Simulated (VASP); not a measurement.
Write the native input for VASP 6.6.1 that does the following.

* Task: single point
* Functional: PBE
* Potentials or basis: VASP PAW PBE potentials, release 64 (Fe)
* Cutoff: 520 eV
* k mesh: 12 × 12 × 12
* Occupations: fermi-dirac, width 0.1 eV
* Spin: collinear spin, ferromagnetic start
* Starting moments: [4.03] μB
* Fixed moment: 4.03 μB
* Dipole correction: no
* Further INCAR settings: ALGO = Normal; EDIFF = 1e-06; NBANDS = 14

The structure of Fe lies in POSCAR:

```
Fe
1.0
    0.0000000000      1.8395000000      1.8395000000
    1.8395000000      0.0000000000      1.8395000000
    1.8395000000      1.8395000000      0.0000000000
Fe
1
Direct
    0.0000000000      0.0000000000      0.0000000000
```

The input as run:

INCAR

```
SYSTEM = Fe
PREC = Accurate ; ENCUT = 520
EDIFF = 1E-6 ; ISMEAR = -1
SIGMA = 0.1 ; LREAL = .FALSE.
LASPH = .TRUE. ; NELM = 150
ALGO = Normal ; ISIF = 2
LWAVE = .FALSE. ; LCHARG = .FALSE.
ISPIN = 2 ; MAGMOM = 4.03
LORBIT = 11 ; NUPDOWN = 4.03
LMAXMIX = 4 ; GGA = PE
NBANDS = 14
```

KPOINTS

```
Automatic mesh
0
G
  12 12 12
  0 0 0
```

Potentials or basis: VASP PAW PBE potentials, release 64 (Fe).

Command:

```bash
$ cat potpaw_PBE.64/Fe/POTCAR > POTCAR
$ mpirun -np 1 vasp_std > vasp.out
```

Results of the run:

| Quantity | Value |
| --- | --- |
| Pressure | 40.3 GPa |
| Net moment | 4.03 μB per cell |
| Site moments | Fe +3.81 μB |
| Valence electrons inside the program's atomic spheres | Fe 7.05 |

Caveat: the total moment is fixed, so each spin has its own Fermi level.

Run time: 12 s on 1 thread of Intel(R) Xeon(R) 6975P-C (Granite Rapids) (shared host), peak memory 0.14 GiB.
